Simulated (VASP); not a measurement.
Set up this calculation in VASP 6.6.1, as the native input.

```
Task                   : single point
Functional             : LDA
Potentials or basis    : VASP PAW LDA potentials, release 64 (Si)
Cutoff                 : 520 eV
k mesh                 : 2 × 2 × 2
Occupations            : gaussian, width 0.05 eV
Spin                   : no spin polarisation
Dipole correction      : no
Further INCAR settings : LREAL = Auto; ALGO = Normal; EDIFF = 1e-06; NBANDS = 48
```

The structure of Si (a cell with a defect) lies in POSCAR:

```
Si
1.0
    0.0000000000      5.4300000000      5.4300000000
    5.4300000000      0.0000000000      5.4300000000
    5.4300000000      5.4300000000      0.0000000000
Si
17
Direct
   -0.0004893186      0.0007574586      0.0003821363
    0.1233248619      0.1233029466      0.1233097606
   -0.0030453039     -0.0031801105      0.5032709024
    0.1229486188      0.1229406998      0.6311602210
   -0.0030778085      0.5033400552     -0.0031741252
    0.1228140884      0.6315599448      0.1228116943
   -0.0031885820      0.5032348066      0.5031233886
    0.1263654696      0.6245798343      0.6245582873
    0.5031313996     -0.0031256906     -0.0030866483
    0.6302341621      0.1232459484      0.1232516575
    0.5029825967     -0.0031925414      0.5032485267
    0.6246267956      0.1260953039      0.6246569982
    0.5029423573      0.5033200737     -0.0031887661
    0.6245930939      0.6246444751      0.1261765193
    0.5000792818      0.4998774401      0.4999378453
    0.6244890424      0.6245667587      0.6245435543
    0.2494695212      0.2508238490      0.2504034070
```

The input as run:

INCAR

```
SYSTEM = Si
  PREC = Accurate
  ENCUT = 520
  EDIFF = 1E-6
  ISMEAR = 0
  SIGMA = 0.05
  LREAL = Auto
  LASPH = .True.
  NELM = 100
  ALGO = Normal
  ISIF = 2
  LWAVE = .False.
  LCHARG = .False.
  GGA = CA
  NBANDS = 48
```

KPOINTS

```
Automatic mesh
0
Gamma
  2 2 2
  0 0 0
```

Potentials or basis: VASP PAW LDA potentials, release 64 (Si).

Launch:

```console
$ cat potpaw_LDA.64/Si/POTCAR > POTCAR
$ mpirun -np 1 vasp_std > vasp.out
```

It gave:

```
Pressure               : 1.7 GPa
Largest force          : 0.022 eV/Å
Band gap on the k mesh : zero (bands 34 and 35 overlap by 0.24 eV)
```

Caveat: the k points lie up to 0.50 Å⁻¹ apart.

Run time: 6.6 min on 1 thread of Intel Xeon 8259CL (shared host), peak memory 0.38 GiB.
